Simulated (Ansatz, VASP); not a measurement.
Hg3P2: VASP beside Ansatz

File INCAR:

```
SYSTEM = Hg3P2
ALGO = Normal
EDIFF = 1E-6
EDIFFG = -0.04
ENCUT = 600
GGA = PE
IBRION = 2
ISIF = 3
ISMEAR = 0
LASPH = .TRUE.
LCHARG = .FALSE.
LREAL = .FALSE.
LWAVE = .FALSE.
NELM = 80
NSW = 90
PREC = Accurate
SIGMA = 0.1
```

The input KPOINTS:

```
k-points
0
G
  4 4 4
  0 0 0
```

POSCAR

```
Hg3P2
1.0
    4.4573409100      0.0000000000      0.0000000000
    0.0000000000      5.4833701100      0.0000000000
    0.0000000000      0.0000000000      6.6103205400
Hg P
3 2
Direct
    0.0000000000      0.0000000000      0.5000000000
    0.5000000000      0.0000000000      0.0000000000
    0.0000000000      0.0000000000      0.0000000000
    0.5000000000      0.5000000000      0.5000000000
    0.5000000000      0.0000000000      0.5000000000
```

Input for Ansatz:

```yaml
crystal:
  lattice:
    - [4.45734091, 0.0, 0.0]
    - [0.0, 5.48337011, 0.0]
    - [0.0, 0.0, 6.61032054]
  atoms:
    - { symbol: Hg, position: [0.0, 0.0, 0.5] }
    - { symbol: Hg, position: [0.5, 0.0, 0.0] }
    - { symbol: Hg, position: [0.0, 0.0, 0.0] }
    - { symbol: P, position: [0.5, 0.5, 0.5] }
    - { symbol: P, position: [0.5, 0.0, 0.5] }
basis:
  ecutwfc: 420
kpoints:
  mp_grid: { grid: [4, 4, 4] }
hamiltonian:
  xc: pbe
scf:
  occupations: { method: gaussian, width: 0.1 }
  lower_state_search: "off"
output:
  forces: true
  stress: true
  eigenvalues: true
relax:
  adjacent_minimum: "off"
  f_tol: 0.04
  max_steps: 70
  cell: { stress_tol: 0.4 }
```

Change from the starting cell: species swapped into the Zr3Cd2 type (Pmmm, No. 47).

Alike in both runs: task relaxation of cell and atoms; functional PBE; k mesh 4 × 4 × 4; occupations gaussian, width 0.1 eV; no spin polarisation.

```csv
,VASP,Ansatz
version,VASP 6.6.1,Ansatz 0.2.0
potentials or method,"VASP PAW PBE potentials, release 64 (Hg, P), cutoff 600 eV","scalar-relativistic, plane waves, PAW"
valence electrons in the cell,46,70
```

|  | VASP | Ansatz | Ansatz less VASP |
| --- | --- | --- | --- |
| gap on the k mesh at the Fermi level, each at its own relaxed structure (eV) | none | none | - |
| relaxed volume (Å³/atom) | 31.95 | 32.22 | +0.269 |
| relaxed length of the cell vector where the two differ most in proportion (Å) | 6.048 | 6.531 | +0.4829 |

A gap of «none» marks a metal or a gap that the smearing closes. One of these differences is far larger than is usual between the two programs; its cause wasn't traced. VASP's potentials hold 46 valence electrons a cell and Ansatz's 70, so a difference there can come from the potentials and not from the codes.

Neither program's run includes spin-orbit coupling.
